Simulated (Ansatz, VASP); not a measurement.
## Two plane-wave programs on Be

The input INCAR:

```
SYSTEM = Be
PREC     = Accurate       ! precision mode
ENCUT    = 520            ! plane-wave cutoff, eV
EDIFF    = 1E-6           ! SCF threshold, eV
ISMEAR   = 0              ! smearing method
SIGMA    = 0.15           ! smearing width, eV
LREAL    = .False.        ! projectors in reciprocal space
LASPH    = .True.         ! aspherical terms in the spheres
NELM     = 80             ! most SCF steps
ALGO     = Fast           ! electronic algorithm
ISIF     = 2              ! what is computed and relaxed
LWAVE    = .False.        ! write WAVECAR
LCHARG   = .False.        ! write CHGCAR
GGA      = PE             ! functional
IVDW     = 12             ! dispersion correction
NBANDS   = 9              ! bands
```

KPOINTS

```
Automatic mesh
0
Gamma
  24 24 12
  0 0 0
```

File POSCAR:

```
Be
1.0
    2.2511737121      0.0000000000      0.0000000000
   -1.1255868561      1.9495736230      0.0000000000
    0.0000000000      0.0000000000      3.5585571504
Be
2
Direct
    0.3176165720      0.6666666667      0.2500000000
    0.6823834280      0.3333333333      0.7500000000
```

Input for Ansatz:

```yaml
crystal:
  lattice:
    - [2.2511737121, 0.0, 0.0]
    - [-1.1255868561, 1.949573623, 0.0]
    - [0.0, 0.0, 3.5585571504]
  atoms:
    - { symbol: Be, position: [0.317616572, 0.6666666667, 0.25] }
    - { symbol: Be, position: [0.682383428, 0.3333333333, 0.75] }
basis:
  ecutwfc: 520.0
kpoints:
  mp_grid: { grid: [24, 24, 12] }
hamiltonian:
  xc: pbe
  dispersion: d3bj
scf:
  occupations: { method: gaussian, width: 0.15 }
output:
  forces: true
  stress: true
  eigenvalues: true
```

Change from the starting cell: mode 4 frozen in at -0.035 Å, equal normal strain along x, y and z +0.0167.

Alike in both runs: task single point; functional PBE; dispersion D3(BJ); k mesh 24 × 24 × 12; occupations gaussian, width 0.15 eV; no spin polarisation.

|  | VASP | Ansatz |
| --- | --- | --- |
| version | VASP 6.6.1 | Ansatz 0.2.0 |
| potentials or method | VASP PAW PBE potentials, release 64 (Be), cutoff 520 eV | scalar-relativistic, plane waves, PAW |
| valence electrons in the cell | 4 | 4 |

|  | VASP | Ansatz | Ansatz less VASP |
| --- | --- | --- | --- |
| gap on the k mesh at the Fermi level (eV) | none | none | - |
| pressure (GPa) | -5.8 | -6.0 | -0.16 |
| traceless stress, the component that is largest in VASP (GPa) | 1.96 | 1.95 | -0.009 |
| rms of the force components (eV/Å) | 0.147 | 0.147 | 0.0000 |

Atom by atom the forces differ by 0.000 eV/Å (rms over components). A gap of «none» marks a metal or a gap that the smearing closes.
